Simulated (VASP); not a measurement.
# NaLu (Fm-3m) in VASP: further runs

Runs on NaLu. Level: PBE. Tasks: single point, relaxation of cell and atoms.

Program: VASP 6.6.1. These are calculated values, not measurements. Logs are shortened: lines on timing, memory, paths and dates and some standing lists are left out, and cuts for length are marked.

## Step 1: The cell of the first run

It takes space group Fm-3m (No. 225, cubic). Conventional cell: a = 6.359 Å, b = 6.359 Å, c = 6.359 Å, α = 90.00°, β = 90.00°, γ = 90.00°. Na (site symmetry m-3m) has 6 Lu at 3.18 Å within 4.2 Å. Within 4.2 Å of Lu (site symmetry m-3m) lie 6 Na at 3.18 Å.

## Step 2: Single point, PBE

Input file INCAR:

```
PREC = Accurate
ENCUT = 520
EDIFF = 1E-7
ISMEAR = 0
SIGMA = 0.1
LREAL = False
LASPH = True
NELM = 100
ALGO = Normal
ISIF = 2
LWAVE = False
LCHARG = False
GGA = PE
NBANDS = 23
```

Input file KPOINTS:

```
regular mesh
0
Gamma
  16 16 16
```

Input file POSCAR:

```
NaLu
1.0
    0.0000000000      3.1794149867      3.1794149867
    3.1794149867      0.0000000000      3.1794149867
    3.1794149867      3.1794149867      0.0000000000
Na Lu
1 1
Direct
    0.5000000000      0.5000000000      0.5000000000
    0.0000000000      0.0000000000      0.0000000000
```

Potentials or basis: VASP PAW PBE potentials, release 64 (Na_pv, Lu).

On the command line:

```
$ cat potpaw_PBE.64/Na_pv/POTCAR potpaw_PBE.64/Lu/POTCAR > POTCAR
$ mpirun -np 1 vasp_std > vasp.out
```

OUTCAR:

```text
PREC = Accurate
   ENCUT = 520
   EDIFF = 1E-7
   ISMEAR = 0
   LREAL = False
   LASPH = True
   NELM = 100
   ISIF = 2
   GGA = PE

 ion  position               nearest neighbor table
   1  0.500  0.500  0.500-   2 3.18   2 3.18   2 3.18   2 3.18   2 3.18   2 3.18
   2  0.000  0.000  0.000-   1 3.18   1 3.18   1 3.18   1 3.18   1 3.18   1 3.18

  LATTYP: Found a face centered cubic cell.
 ALAT       =     6.3588299734

  Lattice vectors:

 A1 = (   0.0000000000,   3.1794149867,   3.1794149867)
 A2 = (   3.1794149867,   0.0000000000,   3.1794149867)
 A3 = (   3.1794149867,   3.1794149867,   0.0000000000)

Analysis of symmetry for initial positions (statically):
=====================================================================
 Subroutine PRICEL returns:
 Original cell was already a primitive cell.

 Routine SETGRP: Setting up the symmetry group for a
 face centered cubic supercell.

 Subroutine GETGRP returns: Found 48 space group operations
 (whereof 48 operations were pure point group operations)
 out of a pool of 48 trial point group operations.

The static configuration has the point symmetry O_h .

Analysis of symmetry for dynamics (positions and initial velocities):
=====================================================================
 Subroutine PRICEL returns:
 Original cell was already a primitive cell.

 Routine SETGRP: Setting up the symmetry group for a
 face centered cubic supercell.

 Subroutine GETGRP returns: Found 48 space group operations
 (whereof 48 operations were pure point group operations)
 out of a pool of 48 trial point group operations.

The dynamic configuration has the point symmetry O_h .

 Subroutine INISYM returns: Found 48 space group operations
 (whereof 48 operations are pure point group operations),
 and found     1 'primitive' translations

----------------------------------------------------------------------------------------

                                     Primitive cell

  volume of cell :      64.2794

  direct lattice vectors                    reciprocal lattice vectors
     0.000000000  3.179414987  3.179414987    -0.157261635  0.157261635  0.157261635
     3.179414987  0.000000000  3.179414987     0.157261635 -0.157261635  0.157261635
     3.179414987  3.179414987  0.000000000     0.157261635  0.157261635 -0.157261635

  length of vectors
     4.496371795  4.496371795  4.496371795     0.272385142  0.272385142  0.272385142

  position of ions in fractional coordinates (direct lattice)
     0.500000000  0.500000000  0.500000000
     0.000000000  0.000000000  0.000000000

  ion indices of the primitive-cell ions
   primitive index   ion index
                 1           1
                 2           2

----------------------------------------------------------------------------------------

 KPOINTS: regular mesh

Automatic generation of k-mesh.
 Grid dimensions read from file:
 generate k-points for:   16   16   16

 Generating k-lattice:

  Cartesian coordinates                     Fractional coordinates (reciprocal lattice)
    -0.009828852  0.009828852  0.009828852     0.062500000  0.000000000  0.000000000
     0.009828852 -0.009828852  0.009828852     0.000000000  0.062500000  0.000000000
     0.009828852  0.009828852 -0.009828852     0.000000000  0.000000000  0.062500000

  Length of vectors
     0.017024071  0.017024071  0.017024071

  Shift w.r.t. Gamma in fractional coordinates (k-lattice)
     0.000000000  0.000000000  0.000000000

 Subroutine IBZKPT returns following result:
 ===========================================

 Found    145 irreducible k-points:

 Following reciprocal coordinates:
            Coordinates               Weight
  0.000000  0.000000  0.000000      1.000000
  0.062500  0.000000  0.000000      8.000000
  0.125000  0.000000  0.000000      8.000000
  0.187500  0.000000  0.000000      8.000000
  0.250000  0.000000  0.000000      8.000000
  0.312500  0.000000  0.000000      8.000000
[... 16 lines left out ...]
 -0.125000  0.062500  0.000000     24.000000
 -0.062500  0.062500  0.000000     12.000000
 [... further k-points ...]
   k-points           NKPTS =    145   k-points in BZ     NKDIM =    145   number of bands    NBANDS=     23
   number of dos      NEDOS =    301   number of ions     NIONS =      2
   total plane-waves  NPLWV =  46656
   dimension x,y,z NGX =    36 NGY =   36 NGZ =   36
   dimension x,y,z NGXF=    72 NGYF=   72 NGZF=   72
   ions per type =               1   1
   NGX,Y,Z   is equivalent  to a cutoff of  13.31, 13.31, 13.31 a.u.
   NGXF,Y,Z  is equivalent  to a cutoff of  26.62, 26.62, 26.62 a.u.
 SYSTEM =  unknown system
   PREC   = accura    normal or accurate (medium, high low for compatibility)
   ISTART =      0    job   : 0-new  1-cont  2-samecut
   ICHARG =      2    charge: 1-file 2-atom 10-const
   ISPIN  =      1    spin polarized calculation?
   LNONCOLLINEAR =      F non collinear calculations
   LSORBIT =      F    spin-orbit coupling
   LASPH  =      T    aspherical Exc in radial PAW
   ENCUT  =  520.0 eV  38.22 Ry    6.18 a.u.   8.36  8.36  8.36*2*pi/ulx,y,z
   NELM   =    100;   NELMIN=  2; NELMDL= -5     # of ELM steps
   EDIFF  = 0.1E-06   stopping-criterion for ELM
   LREAL  =      F    real-space projection
   EDIFFG = 0.1E-05   stopping-criterion for IOM
   NSW    =      0    number of steps for IOM
   IBRION =     -1    ionic relax: 0-MD 1-quasi-New 2-CG
   NFREE  =      0    steps in history (QN), initial steepest desc. (CG)
   ISIF   =      2    stress and relaxation
   ISYM   =      2    0-nonsym 1-usesym 2-fastsym
   POTIM  = 0.5000    time-step for ionic-motion
   TEBEG  =    0.0;   TEEND  =   0.0 temperature during run
   PSTRESS=    0.0 pullay stress
   NELECT =      32.0000    total number of electrons
   NUPDOWN=      -1.0000    fix difference up-down
   EMIN   =  10.00;   EMAX   =-10.00  energy-range for DOS
   EFERMI =   0.00;   METHOD = LEGACY
   ISMEAR =     0;   SIGMA  =   0.10  broadening in eV -4-tet -1-fermi 0-gaus
   EFERMI_NEDOS =   21; number of points for ismear=-14 and -15
   IALGO  =     38    algorithm
   IMIX   =      4    mixing-type and parameters
     AMIX     =   0.40;   BMIX     =  1.00
     AMIX_MAG =   1.60;   BMIX_MAG =  1.00
  volume/ion in A,a.u.               =      32.14       216.89
  Fermi-wavevector in a.u.,A,eV,Ry     =   1.297481  2.451883 22.904815  1.683456
  Thomas-Fermi vector in A             =   2.428871
   LORBIT       =      0    0 simple, 1 ext, 2 COOP (PROOUT), +10 PAW based schemes
   GGA     = PE    functional components
   LHFCALC =     F    Hartree Fock is set to
   AEXX    =    0.0000 exact exchange contribution
   IVDW    =     0    specifies the selected vdW correction
   LEPSILON=     F    determine dielectric tensor
   LRPA    =     F    only Hartree local field effects (RPA)
 non-spin polarized calculation
 Gauss-broadening in eV      SIGMA  =   0.10
  energy-cutoff  :      520.00
  volume of cell :       64.28
 maximum number of plane-waves:      1763
 NGX is ok and might be reduce to    36
   NGX = 17   NGY = 17   NGZ = 17

 number of electron      32.0000000 magnetization

 Free energy of the ion-electron system (eV)
  ---------------------------------------------------
  ext. energy  EPLUGINS =         0.00000000
  ---------------------------------------------------
  free energy    TOTEN  =        -4.07305230 eV

  energy without entropy =       -4.06139400  energy(sigma->0) =       -4.06722315

 E-fermi :   1.3003     XC(G=0):  -8.6959

 val. band max:        1.2974059355   @ k =  -0.2500   0.1875   0.0000
 cond. band min:       1.3004173457   @ k =  -0.4375   0.3750   0.1875
 fundamental gap:      0.0030114102
 Fermi energy:         1.3002828404

 k-point     1 :       0.0000    0.0000    0.0000
  band No.  band energies     occupation
      1     -56.4042      2.00000
      2     -26.9956      2.00000
      3     -26.9956      2.00000
      4     -26.9956      2.00000
      5     -22.8709      2.00000
      6     -22.8709      2.00000
[... 15 lines left out ...]
     22       8.3469      0.00000
     23       8.3469      0.00000

 k-point     2 :       0.0625    0.0000    0.0000
  band No.  band energies     occupation
      1     -56.4042      2.00000
      2     -26.9964      2.00000
      3     -26.9957      2.00000
      4     -26.9957      2.00000
      5     -22.8712      2.00000
      6     -22.8710      2.00000
[... 15 lines left out ...]
     22       8.2641      0.00000
     23       8.3877      0.00000

 k-point     3 :       0.1250    0.0000    0.0000
  band No.  band energies     occupation
      1     -56.4041      2.00000
      2     -26.9988      2.00000
      3     -26.9959      2.00000
      4     -26.9959      2.00000
      5     -22.8722      2.00000
      6     -22.8714      2.00000
[... 15 lines left out ...]
     22       8.4775      0.00000
     23       8.5051      0.00000

 k-point     4 :       0.1875    0.0000    0.0000
  band No.  band energies     occupation
      1     -56.4040      2.00000
      2     -27.0024      2.00000
      3     -26.9963      2.00000
      4     -26.9963      2.00000
      5     -22.8736      2.00000
      6     -22.8721      2.00000
[... 15 lines left out ...]
     22       8.5151      0.00000
     23       8.5152      0.00000

 k-point     5 :       0.2500    0.0000    0.0000
  band No.  band energies     occupation
      1     -56.4040      2.00000
      2     -27.0066      2.00000
      3     -26.9968      2.00000
      4     -26.9968      2.00000
      5     -22.8753      2.00000
      6     -22.8728      2.00000
[... 434 lines left out ...]
 k-point    22 :      -0.1875    0.0625    0.0000
  band No.  band energies     occupation
      1     -56.4040      2.00000
      2     -27.0039      2.00000
      3     -26.9977      2.00000
      4     -26.9961      2.00000
      5     -22.8745      2.00000
      6     -22.8727      2.00000
[... 15 lines left out ...]
     22       7.9979      0.00000
     23       8.8276      0.00000

 k-point    23 :      -0.1250    0.0625    0.0000
  band No.  band energies     occupation
      1     -56.4041      2.00000
      2     -27.0001      2.00000
      3     -26.9970      2.00000
      4     -26.9957      2.00000
      5     -22.8730      2.00000
      6     -22.8720      2.00000
[... 15 lines left out ...]
     22       8.1078      0.00000
     23       8.7118      0.00000

 k-point    24 :      -0.0625    0.0625    0.0000
  band No.  band energies     occupation
      1     -56.4041      2.00000
      2     -26.9975      2.00000
      3     -26.9963      2.00000
      4     -26.9956      2.00000
      5     -22.8719      2.00000
      6     -22.8714      2.00000
[... 15 lines left out ...]
     22       8.1992      0.00000
     23       8.4276      0.00000

 [... further k-points ...]

------------------------ aborting loop because EDIFF is reached ----------------------------------------

  FORCE on cell =-STRESS in cart. coord.  units (eV):
  Direction    XX          YY          ZZ          XY          YZ          ZX
  --------------------------------------------------------------------------------------
  -------------------------------------------------------------------------------------
  Total        0.0133997      0.0133997      0.0133997      0.0000000      0.0000000     -0.0000000
  in kB        0.3339896      0.3339896      0.3339896      0.0000000      0.0000000     -0.0000000
  external PRESSURE =       0.3339896 kB  Pullay stress =       0.0000000 kB

 VOLUME and BASIS-vectors are now :
 -----------------------------------------------------------------------------
  energy-cutoff  :      520.00
  volume of cell :       64.28
      direct lattice vectors                 reciprocal lattice vectors
     0.000000000  3.179414987  3.179414987    -0.157261635  0.157261635  0.157261635
     3.179414987  0.000000000  3.179414987     0.157261635 -0.157261635  0.157261635
     3.179414987  3.179414987  0.000000000     0.157261635  0.157261635 -0.157261635

 POSITION                                       TOTAL-FORCE (eV/Angst)
 -----------------------------------------------------------------------------------
      3.17941      3.17941      3.17941         0.000000     -0.000000      0.000000
      0.00000      0.00000      0.00000        -0.000000      0.000000     -0.000000
 -----------------------------------------------------------------------------------
    total drift:                                0.000000      0.000000      0.000000

  FREE ENERGIE OF THE ION-ELECTRON SYSTEM (eV)
  ---------------------------------------------------
  free  energy   TOTEN  =        -4.0730522980 eV

  energy  without entropy=       -4.0613940008  energy(sigma->0) =       -4.06722315
```

It took 83 s on 1 thread of Intel Xeon 6975P-C (Granite Rapids), shared host; peak memory 0.36 GiB.

Results:

| Quantity | Value |
| --- | --- |
| Free energy | -4.0731 eV |
| Pressure | 0.0 GPa |
| Band gap on the k mesh | zero (band 16 reaches 2.37 eV, above the bottom of band 17 at 0.95 eV) |

Caveat: spin-orbit coupling is left out, which moves the levels of the heavy elements.

## Step 3: Relaxation of cell and atoms, PBE

This run uses another cell than the first one, of 31.77 Å³/atom, 0.989 times its volume.

Input file INCAR:

```
ALGO = Normal
EDIFF = 1E-6
EDIFFG = -0.01
ENCUT = 600
GGA = PE
IBRION = 2
ISIF = 3
ISMEAR = 0
LASPH = True
LCHARG = False
LREAL = False
LWAVE = False
NELM = 100
NSW = 100
PREC = Accurate
SIGMA = 0.1
```

Input file KPOINTS:

```
k-points
0
Gamma
  16 16 16
```

Input file POSCAR:

```
NaLu
1.0
    0.0000000000      3.1673227887      3.1673227887
    3.1673227887      0.0000000000      3.1673227887
    3.1673227887      3.1673227887      0.0000000000
Na Lu
1 1
Direct
    0.5000000000      0.5000000000      0.5000000000
    0.0000000000      0.0000000000      0.0000000000
```

Potentials or basis: VASP PAW PBE potentials, release 64 (Na_pv, Lu).

On the command line:

```
$ cat potpaw_PBE.64/Na_pv/POTCAR potpaw_PBE.64/Lu/POTCAR > POTCAR
$ mpirun -np 1 vasp_std > vasp.out
```

OUTCAR:

```text
EDIFF = 1E-6
   EDIFFG = -0.01
   ENCUT = 600
   GGA = PE
   IBRION = 2
   ISIF = 3
   ISMEAR = 0
   LASPH = True
   LREAL = False
   NELM = 100
   NSW = 100
   PREC = Accurate

 ion  position               nearest neighbor table
   1  0.500  0.500  0.500-   2 3.17   2 3.17   2 3.17   2 3.17   2 3.17   2 3.17
   2  0.000  0.000  0.000-   1 3.17   1 3.17   1 3.17   1 3.17   1 3.17   1 3.17

  LATTYP: Found a face centered cubic cell.
 ALAT       =     6.3346455774

  Lattice vectors:

 A1 = (   0.0000000000,   3.1673227887,   3.1673227887)
 A2 = (   3.1673227887,   0.0000000000,   3.1673227887)
 A3 = (   3.1673227887,   3.1673227887,   0.0000000000)

Analysis of symmetry for initial positions (statically):
=====================================================================
 Subroutine PRICEL returns:
 Original cell was already a primitive cell.

 Routine SETGRP: Setting up the symmetry group for a
 face centered cubic supercell.

 Subroutine GETGRP returns: Found 48 space group operations
 (whereof 48 operations were pure point group operations)
 out of a pool of 48 trial point group operations.

The static configuration has the point symmetry O_h .

Analysis of symmetry for dynamics (positions and initial velocities):
=====================================================================
 Subroutine PRICEL returns:
 Original cell was already a primitive cell.

 Routine SETGRP: Setting up the symmetry group for a
 face centered cubic supercell.

 Subroutine GETGRP returns: Found 48 space group operations
 (whereof 48 operations were pure point group operations)
 out of a pool of 48 trial point group operations.

The dynamic configuration has the point symmetry O_h .

 Subroutine INISYM returns: Found 48 space group operations
 (whereof 48 operations are pure point group operations),
 and found     1 'primitive' translations

[... 120 lines left out ...]
   LHFCALC =     F    Hartree Fock is set to
   AEXX    =    0.0000 exact exchange contribution
   IVDW    =     0    specifies the selected vdW correction
   LEPSILON=     F    determine dielectric tensor
   LRPA    =     F    only Hartree local field effects (RPA)
 conjugate gradient relaxation of ions
 non-spin polarized calculation
 Gauss-broadening in eV      SIGMA  =   0.10
  energy-cutoff  :      600.00
  volume of cell :       63.55
 maximum number of plane-waves:      2148
   NGX = 17   NGY = 17   NGZ = 17

--------------------------------------- Ionic step        1  -------------------------------------------

 number of electron      32.0000003 magnetization

 Free energy of the ion-electron system (eV)
  ---------------------------------------------------
  ext. energy  EPLUGINS =         0.00000000
  ---------------------------------------------------
  free energy    TOTEN  =        -4.07246529 eV

  energy without entropy =       -4.06091967  energy(sigma->0) =       -4.06669248

------------------------ aborting loop because EDIFF is reached ----------------------------------------

  FORCE on cell =-STRESS in cart. coord.  units (eV):
  Direction    XX          YY          ZZ          XY          YZ          ZX
  --------------------------------------------------------------------------------------
  -------------------------------------------------------------------------------------
  Total        0.0931269      0.0931269      0.0931269     -0.0000000     -0.0000000      0.0000000
  in kB        2.3478950      2.3478950      2.3478950     -0.0000000     -0.0000000      0.0000000
  external PRESSURE =       2.3478950 kB  Pullay stress =       0.0000000 kB
[... 59 lines left out ...]
--------------------------------------- Ionic step        3  -------------------------------------------

 number of electron      31.9999999 magnetization

 Free energy of the ion-electron system (eV)
  ---------------------------------------------------
  ext. energy  EPLUGINS =         0.00000000
  ---------------------------------------------------
  free energy    TOTEN  =        -4.07307212 eV

  energy without entropy =       -4.06137233  energy(sigma->0) =       -4.06722223

 E-fermi :   1.2862     XC(G=0):  -8.6808

 val. band max:        1.2844374046   @ k =  -0.4375   0.3750   0.1875
 cond. band min:       1.3007208694   @ k =  -0.3750   0.3125   0.0625
 fundamental gap:      0.0162834648
 Fermi energy:         1.2862169425

 k-point     1 :       0.0000    0.0000    0.0000
  band No.  band energies     occupation
      1     -56.4284      2.00000
      2     -27.0193      2.00000
      3     -27.0193      2.00000
      4     -27.0193      2.00000
      5     -22.8838      2.00000
      6     -22.8838      2.00000
[... 541 lines left out ...]
     19       2.9732      0.00000
     20       3.0701      0.00000

 [... further k-points ...]

------------------------ aborting loop because EDIFF is reached ----------------------------------------

  FORCE on cell =-STRESS in cart. coord.  units (eV):
  Direction    XX          YY          ZZ          XY          YZ          ZX
  --------------------------------------------------------------------------------------
  -------------------------------------------------------------------------------------
  Total       -0.0099354     -0.0099354     -0.0099354     -0.0000000      0.0000000     -0.0000000
  in kB       -0.2466515     -0.2466515     -0.2466515     -0.0000000      0.0000000     -0.0000000
  external PRESSURE =      -0.2466515 kB  Pullay stress =       0.0000000 kB
[... 17 lines left out ...]
  FREE ENERGIE OF THE ION-ELECTRON SYSTEM (eV)
  ---------------------------------------------------
  free  energy   TOTEN  =        -4.0730721237 eV

  energy  without entropy=       -4.0613723310  energy(sigma->0) =       -4.06722223

 reached required accuracy - stopping structural energy minimisation
```

Wall time 3 min (1 thread of Intel Xeon 6975P-C (Granite Rapids), shared host); peak memory 0.39 GiB.

What came out:

| Quantity | Value |
| --- | --- |
| Free energy | -4.0731 eV |
| Relaxed volume | 32.27 Å³/atom |
| Relaxed cell | a = 4.502 Å, b = 4.502 Å, c = 4.502 Å, α = 60.00°, β = 60.00°, γ = 60.00° |
| Space group after relaxing (to 0.05 Å) | Fm-3m (No. 225) |
| Energy gained by relaxing | 0.3 meV/atom |
| Ionic steps | 3 |
| Pressure after relaxing | 0.0 GPa |
| Band gap on the k mesh | zero (band 16 reaches 2.35 eV, above the bottom of band 17 at 0.94 eV) |

Step by step:
| step | energy change (eV) | largest force (eV/Å) | pressure (GPa) | volume (Å³) |
| --- | --- | --- | --- | --- |
| 1 | 0.0000 | 0.0000 | 0.23 | 63.55 |
| 2 | -0.0005 | 0.0000 | 0.13 | 63.98 |
| 3 | -0.0006 | 0.0000 | -0.02 | 64.54 |

Final structure:
```xyz
2
Lattice="0.0000 3.1837 3.1837 3.1837 0.0000 3.1837 3.1837 3.1837 0.0000" Properties=species:S:1:pos:R:3 pbc="T T T"
Na    3.1837    3.1837    3.1837
Lu    0.0000    0.0000    0.0000
```

Caveat: spin-orbit coupling is left out, which moves the levels of the heavy elements.

[end of part 1 of 2]
